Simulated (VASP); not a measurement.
# AlGa2P3 in VASP: further runs

Runs on AlGa2P3. Level: PBE. Tasks: single point.

Program: VASP 6.6.1. These are calculated values, not measurements. Logs are shortened: lines on timing, memory, paths and dates and some standing lists are left out, and cuts for length are marked.

## 1. The cell of the first run

Symmetry: I-4m2, No. 119, tetragonal system. Conventional cell: a = 3.816 Å, b = 3.816 Å, c = 16.172 Å, α = 90.00°, β = 90.00°, γ = 90.00°. Within 3.1 Å of Al (site symmetry -4m2) lie 4 P at 2.33 Å. Within 3.1 Å of Ga (site symmetry 2mm) lie 4 P at 2.34 Å. P (site symmetry 2mm) has 2 Al at 2.33 Å and 2 Ga at 2.34 Å within 3.1 Å. P (site symmetry -4m2) has 4 Ga at 2.34 Å within 3.1 Å.

## 2. Single point, PBE (19.62 Å³/atom)

File INCAR:

```
SYSTEM = AlGa2P3
ALGO = Normal
EDIFF = 1E-6
ENCUT = 520
GGA = PE
ISIF = 2
ISMEAR = 0
LASPH = .True.
LCHARG = .True.
LELF = .True.
LREAL = .False.
LVHAR = .True.
LWAVE = .False.
NBANDS = 31
NELM = 100
PREC = Accurate
SIGMA = 0.02
```

File KPOINTS:

```
k-points
0
Gamma
  10 10 10
  0 0 0
```

File POSCAR:

```
AlGa2P3
1.0
   -1.9079157024      1.9079157024      8.0862402364
    1.9079157024     -1.9079157024      8.0862402364
    1.9079157024      1.9079157024     -8.0862402364
Al Ga P
1 2 3
Direct
    0.5000000000      0.5000000000      0.0000000000
    0.8332667772      0.8332667772      0.0000000000
    0.1667332228      0.1667332228      0.0000000000
    0.4168945936      0.9168945936      0.5000000000
    0.0831054064      0.5831054064      0.5000000000
    0.7500000000      0.2500000000      0.5000000000
```

Potentials or basis: VASP PAW PBE potentials, release 64 (Al, Ga_d, P).

On the command line:

```
$ cat potpaw_PBE.64/Al/POTCAR potpaw_PBE.64/Ga_d/POTCAR potpaw_PBE.64/P/POTCAR > POTCAR
$ mpirun -np 1 vasp_std > vasp.out
```

OUTCAR:

```text
SYSTEM = AlGa2P3
   EDIFF = 1E-6
   ENCUT = 520
   GGA = PE
   ISIF = 2
   ISMEAR = 0
   LASPH = .True.
   LREAL = .False.
   NELM = 100
   PREC = Accurate

 ion  position               nearest neighbor table
   1  0.500  0.500  0.000-   5 2.33   4 2.33   5 2.33   4 2.33
   2  0.833  0.833  0.000-   6 2.34   6 2.34   4 2.34   4 2.34
   3  0.167  0.167  0.000-   6 2.34   6 2.34   5 2.34   5 2.34
   4  0.417  0.917  0.500-   1 2.33   1 2.33   2 2.34   2 2.34
   5  0.083  0.583  0.500-   1 2.33   1 2.33   3 2.34   3 2.34
   6  0.750  0.250  0.500-   2 2.34   3 2.34   2 2.34   3 2.34

  LATTYP: Found a body centered tetragonal cell.
 ALAT       =     3.8158314048
 C/A-ratio  =     4.2382586538

  Lattice vectors:

 A1 = (  -1.9079157024,   1.9079157024,   8.0862402364)
 A2 = (   1.9079157024,  -1.9079157024,   8.0862402364)
 A3 = (   1.9079157024,   1.9079157024,  -8.0862402364)

Analysis of symmetry for initial positions (statically):
=====================================================================
 Subroutine PRICEL returns:
 Original cell was already a primitive cell.

 Routine SETGRP: Setting up the symmetry group for a
 body centered tetragonal supercell.

 Subroutine GETGRP returns: Found  8 space group operations
 (whereof  8 operations were pure point group operations)
 out of a pool of 16 trial point group operations.

The static configuration has the point symmetry D_2d.

Analysis of symmetry for dynamics (positions and initial velocities):
=====================================================================
 Subroutine PRICEL returns:
 Original cell was already a primitive cell.

 Routine SETGRP: Setting up the symmetry group for a
 body centered tetragonal supercell.

 Subroutine GETGRP returns: Found  8 space group operations
 (whereof  8 operations were pure point group operations)
 out of a pool of 16 trial point group operations.

The dynamic configuration has the point symmetry D_2d.

 Subroutine INISYM returns: Found  8 space group operations
 (whereof  8 operations are pure point group operations),
 and found     1 'primitive' translations

----------------------------------------------------------------------------------------

                                     Primitive cell

  volume of cell :     117.7403

  direct lattice vectors                    reciprocal lattice vectors
    -1.907915702  1.907915702  8.086240236     0.000000000  0.262066086  0.061833434
     1.907915702 -1.907915702  8.086240236     0.262066086  0.000000000  0.061833434
     1.907915702  1.907915702 -8.086240236     0.262066086  0.262066086  0.000000000

  length of vectors
     8.524527307  8.524527307  8.524527307     0.269261967  0.269261967  0.370617413

  position of ions in fractional coordinates (direct lattice)
     0.500000000  0.500000000  0.000000000
     0.833266777  0.833266777  0.000000000
     0.166733223  0.166733223  0.000000000
     0.416894594  0.916894594  0.500000000
     0.083105406  0.583105406  0.500000000
     0.750000000  0.250000000  0.500000000

  ion indices of the primitive-cell ions
   primitive index   ion index
                 1           1
                 2           2
                 3           3
                 4           4
                 5           5
                 6           6

----------------------------------------------------------------------------------------

 KPOINTS: k-points

Automatic generation of k-mesh.
 Grid dimensions read from file:
 generate k-points for:   10   10   10

 Generating k-lattice:

  Cartesian coordinates                     Fractional coordinates (reciprocal lattice)
     0.000000000  0.026206609  0.006183343     0.100000000  0.000000000  0.000000000
     0.026206609  0.000000000  0.006183343     0.000000000  0.100000000  0.000000000
     0.026206609  0.026206609  0.000000000     0.000000000  0.000000000  0.100000000

  Length of vectors
     0.026926197  0.026926197  0.037061741

  Shift w.r.t. Gamma in fractional coordinates (k-lattice)
     0.000000000  0.000000000  0.000000000

 Subroutine IBZKPT returns following result:
 ===========================================

 Found    102 irreducible k-points:

 Following reciprocal coordinates:
            Coordinates               Weight
  0.000000  0.000000  0.000000      1.000000
  0.100000  0.000000  0.000000      8.000000
  0.200000  0.000000  0.000000      8.000000
  0.300000  0.000000 -0.000000      8.000000
  0.400000  0.000000  0.000000      8.000000
  0.500000 -0.000000  0.000000      4.000000
[... 16 lines left out ...]
  0.300000  0.300000  0.000000      8.000000
  0.400000  0.300000 -0.000000     16.000000
 [... further k-points ...]
   k-points           NKPTS =    102   k-points in BZ     NKDIM =    102   number of bands    NBANDS=     31
   number of dos      NEDOS =    301   number of ions     NIONS =      6
   total plane-waves  NPLWV = 262144
   dimension x,y,z NGX =    64 NGY =   64 NGZ =   64
   dimension x,y,z NGXF=   128 NGYF=  128 NGZF=  128
   ions per type =               1   2   3
   NGX,Y,Z   is equivalent  to a cutoff of  12.48, 12.48, 12.48 a.u.
   NGXF,Y,Z  is equivalent  to a cutoff of  24.96, 24.96, 24.96 a.u.
 SYSTEM =  AlGa2P3
   PREC   = accura    normal or accurate (medium, high low for compatibility)
   ISTART =      0    job   : 0-new  1-cont  2-samecut
   ICHARG =      2    charge: 1-file 2-atom 10-const
   ISPIN  =      1    spin polarized calculation?
   LNONCOLLINEAR =      F non collinear calculations
   LSORBIT =      F    spin-orbit coupling
   LASPH  =      T    aspherical Exc in radial PAW
   ENCUT  =  520.0 eV  38.22 Ry    6.18 a.u.  15.85 15.85 15.85*2*pi/ulx,y,z
   NELM   =    100;   NELMIN=  2; NELMDL= -5     # of ELM steps
   EDIFF  = 0.1E-05   stopping-criterion for ELM
   LREAL  =      F    real-space projection
   EDIFFG = 0.1E-04   stopping-criterion for IOM
   NSW    =      0    number of steps for IOM
   IBRION =     -1    ionic relax: 0-MD 1-quasi-New 2-CG
   NFREE  =      0    steps in history (QN), initial steepest desc. (CG)
   ISIF   =      2    stress and relaxation
   ISYM   =      2    0-nonsym 1-usesym 2-fastsym
   POTIM  = 0.5000    time-step for ionic-motion
   TEBEG  =    0.0;   TEEND  =   0.0 temperature during run
   PSTRESS=    0.0 pullay stress
   NELECT =      44.0000    total number of electrons
   NUPDOWN=      -1.0000    fix difference up-down
   EMIN   =  10.00;   EMAX   =-10.00  energy-range for DOS
   EFERMI =   0.00;   METHOD = LEGACY
   ISMEAR =     0;   SIGMA  =   0.02  broadening in eV -4-tet -1-fermi 0-gaus
   EFERMI_NEDOS =   21; number of points for ismear=-14 and -15
   IALGO  =     38    algorithm
   IMIX   =      4    mixing-type and parameters
     AMIX     =   0.40;   BMIX     =  1.00
     AMIX_MAG =   1.60;   BMIX_MAG =  1.00
  volume/ion in A,a.u.               =      19.62       132.43
  Fermi-wavevector in a.u.,A,eV,Ry     =   1.179191  2.228347 18.918776  1.390491
  Thomas-Fermi vector in A             =   2.315506
   LORBIT       =      0    0 simple, 1 ext, 2 COOP (PROOUT), +10 PAW based schemes
   GGA     = PE    functional components
   LHFCALC =     F    Hartree Fock is set to
   AEXX    =    0.0000 exact exchange contribution
   IVDW    =     0    specifies the selected vdW correction
   LEPSILON=     F    determine dielectric tensor
   LRPA    =     F    only Hartree local field effects (RPA)
 non-spin polarized calculation
 Gauss-broadening in eV      SIGMA  =   0.02
  energy-cutoff  :      520.00
  volume of cell :      117.74
 maximum number of plane-waves:      3186
   NGX = 31   NGY = 31   NGZ = 31

 number of electron      43.9999997 magnetization

 Free energy of the ion-electron system (eV)
  ---------------------------------------------------
  ext. energy  EPLUGINS =         0.00000000
  ---------------------------------------------------
  free energy    TOTEN  =       -28.49793530 eV

  energy without entropy =      -28.49793530  energy(sigma->0) =      -28.49793530

 E-fermi :   5.0305     XC(G=0):  -9.7674

 val. band max:        4.9525184991   @ k =   0.0000   0.0000   0.0000
 cond. band min:       6.4975509610   @ k =   0.5000   0.5000   0.0000
 fundamental gap:      1.5450324619
 Fermi energy:         5.0304603496

 k-point     1 :       0.0000    0.0000    0.0000
  band No.  band energies     occupation
      1      -9.6047      2.00000
      2      -9.5361      2.00000
      3      -9.4852      2.00000
      4      -9.4852      2.00000
      5      -9.4492      2.00000
      6      -9.4492      2.00000
[... 23 lines left out ...]
     30       9.0736      0.00000
     31      13.1987      0.00000

 k-point     2 :       0.1000    0.0000    0.0000
  band No.  band energies     occupation
      1      -9.6020      2.00000
      2      -9.5340      2.00000
      3      -9.4908      2.00000
      4      -9.4843      2.00000
      5      -9.4532      2.00000
      6      -9.4502      2.00000
[... 23 lines left out ...]
     30       9.4374      0.00000
     31      12.2224      0.00000

 k-point     3 :       0.2000    0.0000    0.0000
  band No.  band energies     occupation
      1      -9.5961      2.00000
      2      -9.5305      2.00000
      3      -9.5035      2.00000
      4      -9.4817      2.00000
      5      -9.4617      2.00000
      6      -9.4530      2.00000
[... 23 lines left out ...]
     30      10.4230      0.00000
     31      11.0525      0.00000

 k-point     4 :       0.3000    0.0000   -0.0000
  band No.  band energies     occupation
      1      -9.5916      2.00000
      2      -9.5339      2.00000
      3      -9.5117      2.00000
      4      -9.4779      2.00000
      5      -9.4687      2.00000
      6      -9.4573      2.00000
[... 635 lines left out ...]
     30      10.2879      0.00000
     31      11.0981      0.00000

 k-point    23 :       0.3000    0.3000    0.0000
  band No.  band energies     occupation
      1      -9.6005      2.00000
      2      -9.5331      2.00000
      3      -9.5217      2.00000
      4      -9.4590      2.00000
      5      -9.4580      2.00000
      6      -9.4514      2.00000
[... 23 lines left out ...]
     30      11.2150      0.00000
     31      11.8733      0.00000

 k-point    24 :       0.4000    0.3000   -0.0000
  band No.  band energies     occupation
      1      -9.6072      2.00000
      2      -9.5401      2.00000
      3      -9.5201      2.00000
      4      -9.4537      2.00000
      5      -9.4510      2.00000
      6      -9.4475      2.00000
[... 23 lines left out ...]
     30      11.5516      0.00000
     31      12.3196      0.00000

 [... further k-points ...]

------------------------ aborting loop because EDIFF is reached ----------------------------------------

  FORCE on cell =-STRESS in cart. coord.  units (eV):
  Direction    XX          YY          ZZ          XY          YZ          ZX
  --------------------------------------------------------------------------------------
  -------------------------------------------------------------------------------------
  Total        4.0521342      4.0521342      4.0565079      0.0000000      0.0000000      0.0000000
  in kB       55.1403362     55.1403362     55.1998523      0.0000000      0.0000000      0.0000000
  external PRESSURE =      55.1601749 kB  Pullay stress =       0.0000000 kB

 VOLUME and BASIS-vectors are now :
 -----------------------------------------------------------------------------
  energy-cutoff  :      520.00
  volume of cell :      117.74
      direct lattice vectors                 reciprocal lattice vectors
    -1.907915702  1.907915702  8.086240236     0.000000000  0.262066086  0.061833434
     1.907915702 -1.907915702  8.086240236     0.262066086  0.000000000  0.061833434
     1.907915702  1.907915702 -8.086240236     0.262066086  0.262066086  0.000000000

 POSITION                                       TOTAL-FORCE (eV/Angst)
 -----------------------------------------------------------------------------------
      0.00000      0.00000      8.08624         0.000000     -0.000000     -0.000000
      0.00000      0.00000     13.47599         0.000000     -0.000000      0.000852
      0.00000      0.00000      2.69649         0.000000     -0.000000     -0.000852
      1.90792     -0.00000      6.74222        -0.000000      0.000000      0.001990
      1.90792      0.00000      1.34402        -0.000000      0.000000     -0.001990
      0.00000      1.90792      4.04312         0.000000     -0.000000     -0.000000
 -----------------------------------------------------------------------------------
    total drift:                                0.000002     -0.000002     -0.000000

  FREE ENERGIE OF THE ION-ELECTRON SYSTEM (eV)
  ---------------------------------------------------
  free  energy   TOTEN  =       -28.4979353006 eV

  energy  without entropy=      -28.4979353006  energy(sigma->0) =      -28.49793530
```

Wall time 20 min (1 thread of Intel Xeon 6975P-C (Granite Rapids), shared host); peak memory 0.78 GiB.

What came out:

* Free energy: -28.4979 eV
* Pressure: 5.5 GPa
* Band gap on the k mesh: 1.55 eV (least direct gap 1.75 eV)

Caveat: the cell stands under pressure. A k mesh can miss the band edges.

[end of part 1 of 3]
